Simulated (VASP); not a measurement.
Runs of VASP 6.6.1 on Hf3H4C2. The structure is that of space group P-6 (No. 174), or close to it. The cells are those of the table. 

| task | cell | k mesh | cutoff (eV) | smearing | gap on the mesh (eV) | pressure (GPa) | largest force (eV/Å) |
| --- | --- | --- | --- | --- | --- | --- | --- |
| single point | a = 5.811, b = 5.811, c = 3.209 Å, angles 90.0, 90.0, 120.0°, 9 atoms | 6 × 6 × 12 | 520 | gaussian 0.1 eV | none | -0.4 | 0.03 |
| single point | a = 5.810, b = 5.810, c = 3.209 Å, angles 90.0, 90.0, 120.0°, 9 atoms | 6 × 6 × 12 | 520 | gaussian 0.01 eV | none | -0.4 | 0.03 |
| relaxation of cell and atoms | relaxed from a = 6.561, b = 6.561, c = 2.994 Å, angles 90.0, 90.0, 120.0°, 9 atoms | 3 × 3 × 6 | 600 | gaussian 0.1 eV | 0.16 | -0.5 | 0.01 |
| single point | a = 5.810, b = 5.810, c = 3.208 Å, angles 90.0, 90.0, 120.0°, 9 atoms | 3 × 3 × 6 | 520 | gaussian 0.1 eV | 0.16 | -0.5 | 0.02 |
| single point | a = 6.561, b = 6.561, c = 2.994 Å, angles 90.0, 90.0, 120.0°, 9 atoms | 3 × 3 × 6 | 520 | gaussian 0.1 eV | none | -17.6 | (a) |

Alike in all rows: level PBE; potentials or basis VASP PAW PBE potentials, release 64 (Hf_pv, H, C); no spin polarisation.

Fill in the values left out.

(a) 1.42.

Caveats: some runs use coarse meshes; spin-orbit coupling is left out, which moves the levels of the heavy elements; forces of over 1 eV/Å act on the atoms, so gaps and moduli don't describe the material at rest (some runs).

A k mesh can miss the band edges, and the runs leave out spin-orbit coupling on Hf.

A gap of «none» marks levels without a gap at the run's occupations.
